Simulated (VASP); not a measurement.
A run of VASP 6.6.1:

POSCAR

```
Al14CN16
1.0
    6.2595139128      0.0000000578      0.0000000000
   -3.1297570064      5.4208980350      0.0000000000
    0.0000000000      0.0000000000     10.0348065929
C N Al
1 16 14
Direct
    0.3855707494      0.1141777237      0.2660966526
    0.3677334716      0.1331877984      0.3981675334
    0.1397163593      0.3568532437      0.1813572990
    0.3239614161      0.1750435199      0.9385882457
    0.1612154193      0.3402226469      0.7020453557
    0.3429120532      0.6809412620      0.4421872369
    0.2128642038      0.8851701494      0.1983605655
    0.3306235857      0.6796674761      0.9397519324
    0.1643657991      0.8418523740      0.6869067922
    0.8014300595      0.1467329205      0.4395724306
    0.6131104536      0.2872177064      0.1975201627
    0.8201949831      0.1688918833      0.9396969966
    0.6588303708      0.3362920090      0.6869135187
    0.8335202783      0.6677468439      0.4391367147
    0.6693006728      0.8267040169      0.1894126809
    0.8326369576      0.6668568798      0.9494542883
    0.6665691071      0.8336486490      0.6956836223
    0.3251491871      0.1749135373      0.7475091820
    0.1572493650      0.3421704913      0.9967606696
    0.3390941823      0.6568950518      0.2584530817
    0.1633260963      0.8237070275      0.4982608300
    0.3286707717      0.6720879630      0.7472108051
    0.1748163388      0.8497818839      1.0026221826
    0.8370017858      0.1575712282      0.2553591292
    0.6732867093      0.3392432363      0.4987313318
    0.8282781140      0.1713162423      0.7468616046
    0.6494407285      0.3248575427      1.0020792447
    0.8322246400      0.6680431455      0.2542516330
    0.6629273576      0.8263399286      0.5070573740
    0.8317910347      0.6692338243      0.7538696020
    0.6627543644      0.8359587860      0.9998716068
```

INCAR.step1

```
SYSTEM = Al14CN16
PREC = Accurate
ENCUT = 580
ISMEAR = -1
SIGMA = 0.01
LREAL = Auto
LASPH = .True.
NELM = 200
ISPIN = 2
MAGMOM = 0.01 0.1 0.15 0.02 0.3 0.37 0.01 0.03 0 0.53 0 0.03 0 0 0.02 0 0 0 0 0 0 0 0 0 0 0 0 0 0 0 0
NUPDOWN = 2.0
NBANDS = 88
GGA = PE
ALGO = Normal
EDIFF = 1E-5
LWAVE = .True.
LCHARG = .False.
GGA_COMPAT = .False.
ISYM = -1
```

File INCAR.step2:

```
SYSTEM = Al14CN16
PREC = Accurate
ENCUT = 580
EDIFF = 1E-6
ISMEAR = -1
SIGMA = 0.01
LREAL = Auto
LASPH = .True.
NELM = 200
ALGO = Normal
ISIF = 2
LWAVE = .False.
LCHARG = .True.
ISPIN = 2
MAGMOM = 0.01 0.1 0.15 0.02 0.3 0.37 0.01 0.03 0 0.53 0 0.03 0 0 0.02 0 0 0 0 0 0 0 0 0 0 0 0 0 0 0 0
LORBIT = 11
NUPDOWN = 2.0
METAGGA = R2SCAN
LMIXTAU = .True.
LELF = .True.
LVHAR = .True.
NBANDS = 88
ISTART = 1
GGA_COMPAT = .False.
ISYM = -1
```

The input KPOINTS:

```
explicit points
1
Reciprocal
  0.25000000   0.25000000   0.25000000 1
```

Potentials or basis: VASP PAW PBE potentials, release 64 (C, N, Al).

The run is started by

```bash
$ cat potpaw_PBE.64/C/POTCAR potpaw_PBE.64/N/POTCAR potpaw_PBE.64/Al/POTCAR > POTCAR
$ cp INCAR.step1 INCAR
$ mpirun -np 1 vasp_std > vasp.out
$ cp INCAR.step2 INCAR
$ mpirun -np 1 vasp_std > vasp.out
```

Hardware: 1 thread of Intel(R) Xeon(R) Platinum 8124M CPU @ 3.00GHz (Skylake/Cascade Lake), with other jobs on the host.

Question: How long does it take, and how much memory?

Answer: Wall time 14 min on 1 thread of Intel(R) Xeon(R) Platinum 8124M CPU @ 3.00GHz (Skylake/Cascade Lake) (shared host), peak memory 0.74 GiB. Counts: k points 1.
